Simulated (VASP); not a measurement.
# C in VASP: notebook, part 2 of 2

VASP 6.6.1. The steps go on from the part before.

## (3) Single point, PBE

Contents of INCAR:

```
SYSTEM = C
  PREC = Accurate
  ENCUT = 520
  EDIFF = 1E-6
  ISMEAR = -1
  SIGMA = 0.02
  LREAL = .False.
  LASPH = .True.
  NELM = 80
  ALGO = Normal
  ISIF = 2
  LWAVE = .False.
  LCHARG = .False.
  LDIPOL = .True.
  IDIPOL = 3
  DIPOL = 0.5 0.5 0.500
  GGA = PE
  NBANDS = 21
```

Contents of KPOINTS:

```
regular mesh
0
Gamma
  12 12 1
  0 0 0
```

Contents of POSCAR:

```
C
1.0
    2.5255274272      0.0000000000      0.0000000000
    0.0000000000      2.5255274272      0.0000000000
    0.0000000000      0.0000000000     17.3036000000
C
6
Direct
    0.7500000000      0.0000000000      0.3756445340
    0.2500000000      0.0000000000      0.4205156608
    0.2500000000      0.5000000000      0.4751005762
    0.7500000000      0.5000000000      0.5248994240
    0.7500000000      0.0000000000      0.5794843371
    0.2500000000      0.0000000000      0.6243554660
```

Potentials or basis: VASP PAW PBE potentials, release 64 (C).

The run is started by

```bash
$ cat potpaw_PBE.64/C/POTCAR > POTCAR
$ mpirun -np 1 vasp_std > vasp.out
```

OUTCAR:

```text
SYSTEM = C
   PREC = Accurate
   ENCUT = 520
   EDIFF = 1E-6
   ISMEAR = -1
   LREAL = .False.
   LASPH = .True.
   NELM = 80
   ISIF = 2
   GGA = PE

 ion  position               nearest neighbor table
   1  0.750  0.000  0.376-   2 1.48   2 1.48
   2  0.250  0.000  0.421-   1 1.48   1 1.48   3 1.58   3 1.58
   3  0.250  0.500  0.475-   4 1.53   4 1.53   2 1.58   2 1.58
   4  0.750  0.500  0.525-   3 1.53   3 1.53   5 1.58   5 1.58
   5  0.750  0.000  0.579-   6 1.48   6 1.48   4 1.58   4 1.58
   6  0.250  0.000  0.624-   5 1.48   5 1.48

  LATTYP: Found a simple tetragonal cell.
 ALAT       =     2.5255274272
 C/A-ratio  =     6.8514797399

  Lattice vectors:

 A1 = (   2.5255274272,   0.0000000000,   0.0000000000)
 A2 = (   0.0000000000,   2.5255274272,   0.0000000000)
 A3 = (   0.0000000000,   0.0000000000,  17.3036000000)

Analysis of symmetry for initial positions (statically):
=====================================================================
 Subroutine PRICEL returns:
 Original cell was already a primitive cell.

 Routine SETGRP: Setting up the symmetry group for a
 simple tetragonal supercell.
[... 187 lines left out ...]
      1     -22.7875      2.00000
      2     -20.2629      2.00000
      3     -16.3505      2.00000
      4     -11.4216      2.00000
      5      -8.1366      2.00000
      6      -7.4234      2.00000
[... 565 lines left out ...]
     20       8.9008      0.00000
     21       9.3743      0.00000

 [... further k-points ...]

------------------------ aborting loop because EDIFF is reached ----------------------------------------

 vacuum level on the upper side and lower side of the slab       (xc-potential included)        -0.191        -0.191

  FORCE on cell =-STRESS in cart. coord.  units (eV):
  Direction    XX          YY          ZZ          XY          YZ          ZX
  --------------------------------------------------------------------------------------
  -------------------------------------------------------------------------------------
  Total       -0.6971551     -5.6928706      0.1099823      0.0000000      0.0000000     -0.0000000
  in kB      -10.1204383    -82.6420825      1.5965873      0.0000000      0.0000000     -0.0000000
  external PRESSURE =     -30.3886445 kB  Pullay stress =       0.0000000 kB

 VOLUME and BASIS-vectors are now :
 -----------------------------------------------------------------------------
  energy-cutoff  :      520.00
  volume of cell :      110.37
      direct lattice vectors                 reciprocal lattice vectors
     2.525527427  0.000000000  0.000000000     0.395956896  0.000000000  0.000000000
     0.000000000  2.525527427  0.000000000     0.000000000  0.395956896  0.000000000
     0.000000000  0.000000000 17.303600000     0.000000000  0.000000000  0.057791442

 POSITION                                       TOTAL-FORCE (eV/Angst)
 -----------------------------------------------------------------------------------
      1.89415      0.00000      6.50000         0.000000      0.000000     -0.045023
      0.63138      0.00000      7.27643         0.000000      0.000000      0.017792
      0.63138      1.26276      8.22095        -0.000000      0.000000     -0.008311
      1.89415      1.26276      9.08265         0.000000     -0.000000      0.008311
      1.89415      0.00000     10.02717         0.000000      0.000000     -0.017792
      0.63138      0.00000     10.80360         0.000000      0.000000      0.045023
 -----------------------------------------------------------------------------------
    total drift:                                0.000000     -0.000000      0.000024

  FREE ENERGIE OF THE ION-ELECTRON SYSTEM (eV)
  ---------------------------------------------------
  free  energy   TOTEN  =       -47.9160885060 eV

  energy  without entropy=      -47.9123012260  energy(sigma->0) =      -47.91419487

 vacuum level on the upper side and lower side of the slab         5.181         5.181
```

OSZICAR:

```text
N       E                     dE             d eps       ncg     rms          rms(c)
DAV:   1     0.140981358800E+03    0.14098E+03   -0.10917E+04  2058   0.961E+02
DAV:   2    -0.361715529355E+02   -0.17715E+03   -0.17121E+03  2885   0.226E+02
DAV:   3    -0.491596538510E+02   -0.12988E+02   -0.12763E+02  2627   0.630E+01
[... 11 lines left out ...]
DAV:  15    -0.479160443439E+02   -0.32916E-04   -0.90911E-06  2608   0.112E-02    0.184E-03
DAV:  16    -0.479160623475E+02   -0.18004E-04   -0.82854E-07  2401   0.488E-03    0.124E-03
DAV:  17    -0.479160766422E+02   -0.14295E-04   -0.31647E-07  2209   0.272E-03    0.590E-04
DAV:  18    -0.479160875214E+02   -0.10879E-04   -0.34723E-07  2116   0.206E-03    0.533E-04
DAV:  19    -0.479160885060E+02   -0.98466E-06   -0.25710E-08  2192   0.828E-04
   1 F= -.47916089E+02 E0= -.47914195E+02  d E =-.378728E-02
```

It took 1.8 min on 1 thread of AMD EPYC 9R45 (Zen 5), shared host; peak memory 0.22 GiB.

What came out:

```yaml
Free_energy: -47.9161 eV
Largest_force: 0.045 eV/Å
Band_gap_on_the_k_mesh: zero (band 12 reaches -1.50 eV, above the bottom of band 13 at -2.28 eV)
```

Forces on the atoms (eV/Å):
```
C    0.000  0.000 -0.045
C    0.000  0.000  0.018
C    0.000  0.000 -0.008
C    0.000  0.000  0.008
C    0.000  0.000 -0.018
C    0.000  0.000  0.045
```
